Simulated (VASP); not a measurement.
# ZnO (Fm-3m) in VASP: further runs

ZnO is run at these levels: r2SCAN; tasks: single point.

Program: VASP 6.6.1. These are calculated values, not measurements. Logs are shortened: lines on timing, memory, paths and dates and some standing lists are left out, and cuts for length are marked.

### Step 1. The cell of the first run

Symmetry: Fm-3m, No. 225, cubic system. Conventional cell: a = 4.268 Å, b = 4.268 Å, c = 4.268 Å, α = 90.00°, β = 90.00°, γ = 90.00°. Zn (site symmetry m-3m) has 6 O at 2.13 Å within 2.8 Å. Within 2.8 Å of O (site symmetry m-3m) lie 6 Zn at 2.13 Å.

### Step 2. Single point, r2SCAN

File POSCAR:

```
ZnO
1.0
    0.0000000000      2.1337570811      2.1337570811
    2.1337570811      0.0000000000      2.1337570811
    2.1337570811      2.1337570811      0.0000000000
Zn O
1 1
Direct
    0.0000000000      0.0000000000      0.0000000000
    0.5000000000      0.5000000000      0.5000000000
```

File INCAR.step1:

```
PREC = Accurate
ENCUT = 910
ISMEAR = 0
SIGMA = 0.02
LREAL = F
LASPH = T
NELM = 120
NBANDS = 16
GGA = PE
ALGO = Normal
EDIFF = 1E-5
LWAVE = T
LCHARG = F
GGA_COMPAT = F
```

File INCAR.step2:

```
PREC = Accurate
ENCUT = 910
EDIFF = 1E-6
ISMEAR = 0
SIGMA = 0.02
LREAL = F
LASPH = T
NELM = 120
ALGO = Normal
ISIF = 2
LWAVE = F
LCHARG = F
METAGGA = R2SCAN
LMIXTAU = T
NBANDS = 16
ISTART = 1
GGA_COMPAT = F
```

File KPOINTS:

```
regular mesh
0
Gamma
  12 12 12
```

Potentials or basis: VASP PAW PBE potentials, release 64 (Zn, O_h).

Run with:

```bash
cat potpaw_PBE.64/Zn/POTCAR potpaw_PBE.64/O_h/POTCAR > POTCAR
cp INCAR.step1 INCAR
mpirun -np 1 vasp_std > vasp.out
cp INCAR.step2 INCAR
mpirun -np 1 vasp_std > vasp.out
```

OUTCAR:

```text
PREC = Accurate
   ENCUT = 910
   EDIFF = 1E-6
   ISMEAR = 0
   LREAL = F
   LASPH = T
   NELM = 120
   ISIF = 2
   METAGGA = R2SCAN
   ISTART = 1

 ion  position               nearest neighbor table
   1  0.000  0.000  0.000-   2 2.13   2 2.13   2 2.13   2 2.13   2 2.13   2 2.13
   2  0.500  0.500  0.500-   1 2.13   1 2.13   1 2.13   1 2.13   1 2.13   1 2.13

  LATTYP: Found a face centered cubic cell.
 ALAT       =     4.2675141622

  Lattice vectors:

 A1 = (   0.0000000000,   2.1337570811,   2.1337570811)
 A2 = (   2.1337570811,   0.0000000000,   2.1337570811)
 A3 = (   2.1337570811,   2.1337570811,   0.0000000000)

Analysis of symmetry for initial positions (statically):
=====================================================================
 Subroutine PRICEL returns:
 Original cell was already a primitive cell.

 Routine SETGRP: Setting up the symmetry group for a
 face centered cubic supercell.

 Subroutine GETGRP returns: Found 48 space group operations
 (whereof 48 operations were pure point group operations)
 out of a pool of 48 trial point group operations.

The static configuration has the point symmetry O_h .

Analysis of symmetry for dynamics (positions and initial velocities):
=====================================================================
 Subroutine PRICEL returns:
 Original cell was already a primitive cell.

 Routine SETGRP: Setting up the symmetry group for a
 face centered cubic supercell.

 Subroutine GETGRP returns: Found 48 space group operations
 (whereof 48 operations were pure point group operations)
 out of a pool of 48 trial point group operations.

The dynamic configuration has the point symmetry O_h .

 Subroutine INISYM returns: Found 48 space group operations
 (whereof 48 operations are pure point group operations),
 and found     1 'primitive' translations

----------------------------------------------------------------------------------------

                                     Primitive cell

  volume of cell :      19.4296

  direct lattice vectors                    reciprocal lattice vectors
     0.000000000  2.133757081  2.133757081    -0.234328455  0.234328455  0.234328455
     2.133757081  0.000000000  2.133757081     0.234328455 -0.234328455  0.234328455
     2.133757081  2.133757081  0.000000000     0.234328455  0.234328455 -0.234328455

  length of vectors
     3.017588203  3.017588203  3.017588203     0.405868790  0.405868790  0.405868790

  position of ions in fractional coordinates (direct lattice)
     0.000000000  0.000000000  0.000000000
     0.500000000  0.500000000  0.500000000

  ion indices of the primitive-cell ions
   primitive index   ion index
                 1           1
                 2           2

----------------------------------------------------------------------------------------

 KPOINTS: regular mesh

Automatic generation of k-mesh.
 Grid dimensions read from file:
 generate k-points for:   12   12   12

 Generating k-lattice:

  Cartesian coordinates                     Fractional coordinates (reciprocal lattice)
    -0.019527371  0.019527371  0.019527371     0.083333333  0.000000000  0.000000000
     0.019527371 -0.019527371  0.019527371     0.000000000  0.083333333  0.000000000
     0.019527371  0.019527371 -0.019527371     0.000000000  0.000000000  0.083333333

  Length of vectors
     0.033822399  0.033822399  0.033822399

  Shift w.r.t. Gamma in fractional coordinates (k-lattice)
     0.000000000  0.000000000  0.000000000

 Subroutine IBZKPT returns following result:
 ===========================================

 Found     72 irreducible k-points:

 Following reciprocal coordinates:
            Coordinates               Weight
  0.000000  0.000000  0.000000      1.000000
  0.083333  0.000000  0.000000      8.000000
  0.166667  0.000000  0.000000      8.000000
  0.250000  0.000000  0.000000      8.000000
  0.333333  0.000000  0.000000      8.000000
  0.416667  0.000000  0.000000      8.000000
[... 16 lines left out ...]
  0.500000  0.166667  0.000000     24.000000
 -0.416667  0.166667  0.000000     24.000000
 [... further k-points ...]
   k-points           NKPTS =     72   k-points in BZ     NKDIM =     72   number of bands    NBANDS=     16
   number of dos      NEDOS =    301   number of ions     NIONS =      2
   total plane-waves  NPLWV =  27000
   dimension x,y,z NGX =    30 NGY =   30 NGZ =   30
   dimension x,y,z NGXF=    60 NGYF=   60 NGZF=   60
   ions per type =               1   1
   NGX,Y,Z   is equivalent  to a cutoff of  16.53, 16.53, 16.53 a.u.
   NGXF,Y,Z  is equivalent  to a cutoff of  33.06, 33.06, 33.06 a.u.
 SYSTEM =  unknown system
   PREC   = accura    normal or accurate (medium, high low for compatibility)
   ISTART =      1    job   : 0-new  1-cont  2-samecut
   ICHARG =      0    charge: 1-file 2-atom 10-const
   ISPIN  =      1    spin polarized calculation?
   LNONCOLLINEAR =      F non collinear calculations
   LSORBIT =      F    spin-orbit coupling
   LASPH  =      T    aspherical Exc in radial PAW
   ENCUT  =  910.0 eV  66.88 Ry    8.18 a.u.   7.42  7.42  7.42*2*pi/ulx,y,z
   NELM   =    120;   NELMIN=  2; NELMDL=  0     # of ELM steps
   EDIFF  = 0.1E-05   stopping-criterion for ELM
   LREAL  =      F    real-space projection
   EDIFFG = 0.1E-04   stopping-criterion for IOM
   NSW    =      0    number of steps for IOM
   IBRION =     -1    ionic relax: 0-MD 1-quasi-New 2-CG
   NFREE  =      0    steps in history (QN), initial steepest desc. (CG)
   ISIF   =      2    stress and relaxation
   ISYM   =      2    0-nonsym 1-usesym 2-fastsym
   POTIM  = 0.5000    time-step for ionic-motion
   TEBEG  =    0.0;   TEEND  =   0.0 temperature during run
   PSTRESS=    0.0 pullay stress
   NELECT =      18.0000    total number of electrons
   NUPDOWN=      -1.0000    fix difference up-down
   EMIN   =  10.00;   EMAX   =-10.00  energy-range for DOS
   EFERMI =   0.00;   METHOD = LEGACY
   ISMEAR =     0;   SIGMA  =   0.02  broadening in eV -4-tet -1-fermi 0-gaus
   EFERMI_NEDOS =   21; number of points for ismear=-14 and -15
   IALGO  =     38    algorithm
   IMIX   =      4    mixing-type and parameters
     AMIX     =   0.40;   BMIX     =  1.00
     AMIX_MAG =   1.60;   BMIX_MAG =  1.00
  volume/ion in A,a.u.               =       9.71        65.56
  Fermi-wavevector in a.u.,A,eV,Ry     =   1.595918  3.015849 34.653436  2.546956
  Thomas-Fermi vector in A             =   2.693762
   LORBIT       =      0    0 simple, 1 ext, 2 COOP (PROOUT), +10 PAW based schemes
   METAGGA = R2SCAN    functional components
   LHFCALC =     F    Hartree Fock is set to
   AEXX    =    0.0000 exact exchange contribution
   IVDW    =     0    specifies the selected vdW correction
   LEPSILON=     F    determine dielectric tensor
   LRPA    =     F    only Hartree local field effects (RPA)
 non-spin polarized calculation
 Gauss-broadening in eV      SIGMA  =   0.02
  energy-cutoff  :      910.00
  volume of cell :       19.43
 maximum number of plane-waves:      1243
 NGX is ok and might be reduce to    30
   NGX = 15   NGY = 15   NGZ = 15

 number of electron      18.0000004 magnetization

 Free energy of the ion-electron system (eV)
  ---------------------------------------------------
  ext. energy  EPLUGINS =         0.00000000
  ---------------------------------------------------
  free energy    TOTEN  =       -17.96193748 eV

  energy without entropy =      -17.96193748  energy(sigma->0) =      -17.96193748

 E-fermi :   3.0098     XC(G=0): -13.1312

 val. band max:        2.8477447005   @ k =   0.5000   0.0000   0.0000
 cond. band min:       4.3970232405   @ k =   0.0000   0.0000   0.0000
 fundamental gap:      1.5492785401
 Fermi energy:         3.0098176473

 k-point     1 :       0.0000    0.0000    0.0000
  band No.  band energies     occupation
      1     -16.7622      2.00000
      2      -2.0638      2.00000
      3      -2.0638      2.00000
      4      -2.0638      2.00000
      5      -1.8743      2.00000
      6      -1.8743      2.00000
[... 8 lines left out ...]
     15      23.5978      0.00000
     16      23.5978      0.00000

 k-point     2 :       0.0833    0.0000    0.0000
  band No.  band energies     occupation
      1     -16.6866      2.00000
      2      -2.1194      2.00000
      3      -2.0727      2.00000
      4      -2.0727      2.00000
      5      -1.9501      2.00000
      6      -1.9501      2.00000
[... 8 lines left out ...]
     15      23.4860      0.00000
     16      23.4860      0.00000

 k-point     3 :       0.1667    0.0000    0.0000
  band No.  band energies     occupation
      1     -16.4727      2.00000
      2      -2.3677      2.00000
      3      -2.2858      2.00000
      4      -2.2858      2.00000
      5      -1.9352      2.00000
      6      -1.9352      2.00000
[... 8 lines left out ...]
     15      23.8903      0.00000
     16      23.8903      0.00000

 k-point     4 :       0.2500    0.0000    0.0000
  band No.  band energies     occupation
      1     -16.1603      2.00000
      2      -2.9720      2.00000
      3      -2.5932      2.00000
      4      -2.5932      2.00000
      5      -1.8444      2.00000
      6      -1.8444      2.00000
[... 8 lines left out ...]
     15      24.8873      0.00000
     16      24.8873      0.00000

 k-point     5 :       0.3333    0.0000    0.0000
  band No.  band energies     occupation
      1     -15.8194      2.00000
      2      -3.7653      2.00000
      3      -2.8642      2.00000
      4      -2.8642      2.00000
      5      -1.7477      2.00000
      6      -1.7477      2.00000
[... 8 lines left out ...]
     15      26.2807      0.00000
     16      26.2807      0.00000

 k-point     6 :       0.4167    0.0000    0.0000
  band No.  band energies     occupation
      1     -15.5474      2.00000
      2      -4.3866      2.00000
      3      -3.0447      2.00000
      4      -3.0447      2.00000
      5      -1.6753      2.00000
      6      -1.6753      2.00000
[... 8 lines left out ...]
     15      27.8423      0.00000
     16      27.8423      0.00000

 k-point     7 :       0.5000    0.0000    0.0000
  band No.  band energies     occupation
      1     -15.4422      2.00000
      2      -4.6178      2.00000
      3      -3.1076      2.00000
      4      -3.1076      2.00000
      5      -1.6485      2.00000
      6      -1.6485      2.00000
[... 8 lines left out ...]
     15      28.7703      0.00000
     16      28.7703      0.00000

 k-point     8 :       0.0833    0.0833    0.0000
  band No.  band energies     occupation
      1     -16.6623      2.00000
      2      -2.1413      2.00000
      3      -2.0915      2.00000
      4      -2.0684      2.00000
      5      -2.0684      2.00000
      6      -1.8610      2.00000
[... 8 lines left out ...]
     15      24.7057      0.00000
     16      25.1453      0.00000

 k-point     9 :       0.1667    0.0833    0.0000
  band No.  band energies     occupation
      1     -16.4970      2.00000
      2      -2.4706      2.00000
      3      -2.2011      2.00000
      4      -2.1347      2.00000
      5      -2.0204      2.00000
      6      -1.8659      2.00000
[... 8 lines left out ...]
     15      24.7745      0.00000
     16      25.7965      0.00000
[... 172 lines left out ...]
 k-point    19 :       0.1667    0.1667    0.0000
  band No.  band energies     occupation
      1     -16.3896      2.00000
      2      -2.7644      2.00000
      3      -2.1672      2.00000
      4      -2.0611      2.00000
      5      -2.0611      2.00000
      6      -1.8247      2.00000
[... 8 lines left out ...]
     15      27.8620      0.00000
     16      27.8620      0.00000

 k-point    20 :       0.2500    0.1667    0.0000
  band No.  band energies     occupation
      1     -16.1709      2.00000
      2      -3.1051      2.00000
      3      -2.2981      2.00000
      4      -2.1521      2.00000
      5      -2.0084      2.00000
      6      -1.7781      2.00000
[... 8 lines left out ...]
     15      27.8379      0.00000
     16      28.3720      0.00000

 k-point    21 :       0.3333    0.1667    0.0000
  band No.  band energies     occupation
      1     -15.8869      2.00000
      2      -3.4540      2.00000
      3      -2.5794      2.00000
      4      -2.3989      2.00000
      5      -1.9244      2.00000
      6      -1.6966      2.00000
[... 8 lines left out ...]
     15      27.8050      0.00000
     16      28.8224      0.00000

 k-point    22 :       0.4167    0.1667    0.0000
  band No.  band energies     occupation
      1     -15.6082      2.00000
      2      -3.8121      2.00000
      3      -2.8874      2.00000
      4      -2.6699      2.00000
      5      -1.8251      2.00000
      6      -1.6367      2.00000
[... 8 lines left out ...]
     15      27.8770      0.00000
     16      29.5048      0.00000

 k-point    23 :       0.5000    0.1667    0.0000
  band No.  band energies     occupation
      1     -15.4190      2.00000
      2      -4.1066      2.00000
      3      -3.0343      2.00000
      4      -2.8833      2.00000
      5      -1.7296      2.00000
      6      -1.6243      2.00000
[... 8 lines left out ...]
     15      27.6435      0.00000
     16      29.3156      0.00000

 k-point    24 :      -0.4167    0.1667    0.0000
  band No.  band energies     occupation
      1     -15.3869      2.00000
      2      -4.1888      2.00000
      3      -2.9997      2.00000
      4      -2.9963      2.00000
      5      -1.6628      2.00000
      6      -1.6627      2.00000
[... 8 lines left out ...]
     15      27.0553      0.00000
     16      27.7018      0.00000

 [... further k-points ...]
[... 5 lines left out ...]
  --------------------------------------------------------------------------------------
  -------------------------------------------------------------------------------------
  Total        0.1341724      0.1341724      0.1341724     -0.0000000     -0.0000000      0.0000000
  in kB       11.0639128     11.0639128     11.0639128     -0.0000000     -0.0000000      0.0000000
  external PRESSURE =      11.0639128 kB  Pullay stress =       0.0000000 kB

 VOLUME and BASIS-vectors are now :
 -----------------------------------------------------------------------------
  energy-cutoff  :      910.00
  volume of cell :       19.43
      direct lattice vectors                 reciprocal lattice vectors
     0.000000000  2.133757081  2.133757081    -0.234328455  0.234328455  0.234328455
     2.133757081  0.000000000  2.133757081     0.234328455 -0.234328455  0.234328455
     2.133757081  2.133757081  0.000000000     0.234328455  0.234328455 -0.234328455

 POSITION                                       TOTAL-FORCE (eV/Angst)
 -----------------------------------------------------------------------------------
      0.00000      0.00000      0.00000         0.000000      0.000000      0.000000
      2.13376      2.13376      2.13376        -0.000000     -0.000000     -0.000000
 -----------------------------------------------------------------------------------
    total drift:                                0.000000      0.000000      0.000000

  FREE ENERGIE OF THE ION-ELECTRON SYSTEM (eV)
  ---------------------------------------------------
  free  energy   TOTEN  =       -17.9619374819 eV

  energy  without entropy=      -17.9619374819  energy(sigma->0) =      -17.96193748
```

Wall time 2.6 min (1 thread of Intel Xeon Platinum 8375C at 2.90GHz (Ice Lake), shared host); peak memory 0.2 GiB.

What came out:

* Free energy: -17.9619 eV
* Pressure: 1.1 GPa
* Band gap on the k mesh: 1.55 eV, indirect (least direct gap 2.99 eV)

Levels at points of the mesh, in eV from the valence-band top:
| k point | band 6 | band 7 | band 8 | band 9 | band 10 | band 11 | band 12 | band 13 |
| --- | --- | --- | --- | --- | --- | --- | --- | --- |
| (0.00, 0.00, 0.00) | -4.72 | -1.44 | -1.44 | -1.44 | 1.55 | 18.84 | 18.84 | 18.84 |
| (0.50, 0.00, 0.00) | -4.50 | -3.64 | 0.00 | 0.00 | 6.20 | 10.06 | 13.80 | 13.80 |
| (0.50, 0.50, 0.00) | -4.38 | -4.09 | -2.90 | -2.90 | 5.04 | 11.70 | 11.97 | 16.66 |

Caveat: the cutoff is under 1.25 times the usual one of these potentials, so pressure, stress and relaxed cells hold a basis-set (Pulay) error; the PAW data sets were made with another functional, which shifts forces and pressure a little.

### Step 3. Single point, r2SCAN (volume scaled by 0.94)

File POSCAR:

```
ZnO
1.0
    0.0000000000      2.0901987960      2.0901987960
    2.0901987960      0.0000000000      2.0901987960
    2.0901987960      2.0901987960      0.0000000000
Zn O
1 1
Direct
    0.0000000000      0.0000000000      0.0000000000
    0.5000000000      0.5000000000      0.5000000000
```

File INCAR.step1:

```
SYSTEM = ZnO
PREC = Accurate
ENCUT = 910
ISMEAR = 0
SIGMA = 0.02
LREAL = .False.
LASPH = .True.
NELM = 120
NBANDS = 16
GGA = PE
ALGO = Normal
EDIFF = 1E-5
LWAVE = .True.
LCHARG = .False.
GGA_COMPAT = .False.
```

File INCAR.step2:

```
SYSTEM = ZnO
PREC = Accurate
ENCUT = 910
EDIFF = 1E-6
ISMEAR = 0
SIGMA = 0.02
LREAL = .False.
LASPH = .True.
NELM = 120
ALGO = Normal
ISIF = 2
LWAVE = .False.
LCHARG = .True.
METAGGA = R2SCAN
LMIXTAU = .True.
LELF = .True.
LVHAR = .True.
NBANDS = 16
ISTART = 1
GGA_COMPAT = .False.
```

File KPOINTS:

```
regular mesh
0
Gamma
  12 12 12
  0 0 0
```

Potentials or basis: VASP PAW PBE potentials, release 64 (Zn, O_h).

Run with:

```bash
cat potpaw_PBE.64/Zn/POTCAR potpaw_PBE.64/O_h/POTCAR > POTCAR
cp INCAR.step1 INCAR
mpirun -np 1 vasp_std > vasp.out
cp INCAR.step2 INCAR
mpirun -np 1 vasp_std > vasp.out
```

Run time: 2.6 min. Hardware: 1 thread of Intel Xeon Platinum 8259CL at 2.50GHz (Skylake/Cascade Lake), shared host; peak memory 0.2 GiB.

Results (log left out):

| Item | Value |
| --- | --- |
| Free energy | -17.9044 eV |
| Pressure | 15.8 GPa |
| Band gap on the k mesh | 1.87 eV, indirect (least direct gap 3.57 eV) |

Levels at points of the mesh, in eV from the valence-band top:
| k point | band 6 | band 7 | band 8 | band 9 | band 10 | band 11 | band 12 | band 13 |
| --- | --- | --- | --- | --- | --- | --- | --- | --- |
| (0.00, 0.00, 0.00) | -4.82 | -1.70 | -1.70 | -1.70 | 1.87 | 19.22 | 19.22 | 19.22 |
| (0.50, 0.00, 0.00) | -4.55 | -3.70 | 0.00 | 0.00 | 6.30 | 10.65 | 14.14 | 14.14 |
| (0.50, 0.50, 0.00) | -4.42 | -4.05 | -3.27 | -3.27 | 5.34 | 12.09 | 12.12 | 17.34 |

Caveat: the cutoff is under 1.25 times the usual one of these potentials, so pressure, stress and relaxed cells hold a basis-set (Pulay) error; the PAW data sets were made with another functional, which shifts forces and pressure a little.

(Part 1 of 2 ends here.)
